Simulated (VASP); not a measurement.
# Ge: vibrations by perturbation theory with PBEsol

Ge:

```
Ge
1.0
    -2.57449    2.57449    1.39741
     2.57449   -2.57449    1.39741
     2.57449    2.57449   -1.39741
Ge
2
Direct
  0.50000 0.50000 0.00000
  0.25000 0.75000 0.50000
```

```
Program                : VASP 6.6.1
Task                   : vibrations by perturbation theory
Functional             : PBEsol
Potentials or basis    : VASP PAW PBE potentials, release 64 (Ge_d)
Cutoff                 : 520 eV
k mesh                 : 10 × 10 × 10
Occupations            : fermi-dirac, width 0.05 eV
Spin                   : no spin polarisation
Dipole correction      : no
Further INCAR settings : ALGO = Normal; EDIFF = 1e-08; IBRION = 8; NSW = 1
```

```yaml
Highest_phonon_frequency_at_Γ: 174 cm⁻¹
```

Phonon frequencies in cm⁻¹ (negative: imaginary):
```
              q point       frequencies
(0.000, 0.000, 0.000)  0 0 0 68 174 174
```

Wall time 13 min on 1 thread of Intel(R) Xeon(R) Platinum 8259CL CPU @ 2.50GHz (Skylake/Cascade Lake) (shared host), peak memory 0.46 GiB.
